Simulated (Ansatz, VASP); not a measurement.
## One calculation of CuI, two programs

File INCAR:

```
ALGO = Normal
EDIFF = 1E-8
ENCUT = 520
ISIF = 2
ISMEAR = -1
LASPH = T
LCHARG = F
LEFG = T
LREAL = F
LWAVE = F
NBANDS = 26
NELM = 100
PREC = Accurate
SIGMA = 0.02
```

File KPOINTS:

```
k-points
0
Gamma
  5 5 6
```

The input POSCAR:

```
CuI
1.0
    3.7331675900     -3.7110863700      0.0000000000
    3.7331675900      3.7110863700      0.0000000000
    0.0000000000      0.0000000000      4.4362076001
Cu I
2 2
Direct
    0.4204388300      0.5795611700      0.7500000000
    0.5795611700      0.4204388300      0.2500000000
    0.7700426800      0.2299573200      0.7500000000
    0.2299573200      0.7700426800      0.2500000000
```

Input for Ansatz:

```yaml
crystal:
  lattice:
    - [3.73316759, -3.71108637, 0.0]
    - [3.73316759, 3.71108637, 0.0]
    - [0.0, 0.0, 4.4362076001]
  atoms:
    - { symbol: Cu, position: [0.42043883, 0.57956117, 0.75] }
    - { symbol: Cu, position: [0.57956117, 0.42043883, 0.25] }
    - { symbol: I, position: [0.77004268, 0.22995732, 0.75] }
    - { symbol: I, position: [0.22995732, 0.77004268, 0.25] }
kpoints:
  mp_grid: { grid: [5, 5, 6] }
scf:
  occupations: { method: fermi_dirac, width: 0.02 }
hamiltonian:
  xc: lda
  pseudopotentials: { kind: all_electron, datasets: crystal }
output:
  forces: true
  stress: true
  eigenvalues: true
  efg: { contact_densities: true }
```

Change from the starting cell: zz strain of +3 %, crystal datasets.

Alike in both runs: task electric field gradients; functional LDA; k mesh 5 × 5 × 6; occupations fermi-dirac, width 0.02 eV; no spin polarisation.

|  | VASP | Ansatz |
| --- | --- | --- |
| version | VASP 6.6.1 | Ansatz 0.2.0 |
| potentials or method | VASP PAW LDA potentials, release 64 (Cu, I), cutoff 520 eV | all-electron PAW with datasets made for the crystal, scalar-relativistic |

|  | VASP | Ansatz | Ansatz less VASP |
| --- | --- | --- | --- |
| gap on the k mesh at the Fermi level (eV) | 0.91 | 0.87 | -0.038 |
| pressure (GPa) | -4.3 | -4.4 | -0.10 |
| traceless stress, the component that is largest in VASP (GPa) | 2.92 | 3.02 | +0.103 |
| rms of the force components (eV/Å) | 0.236 | 0.242 | +0.0060 |
| size of Vzz on the site where it differs most (V/Å²) | 419.8 | 435.3 | +15.54 |

LDA's correlation is that of Perdew and Zunger in VASP and of Perdew and Wang (1992) in Ansatz. Atom by atom the forces differ by 0.009 eV/Å (rms over components). Ansatz ran all-electron here, and VASP with PAW potentials.

Neither program's run includes spin-orbit coupling.
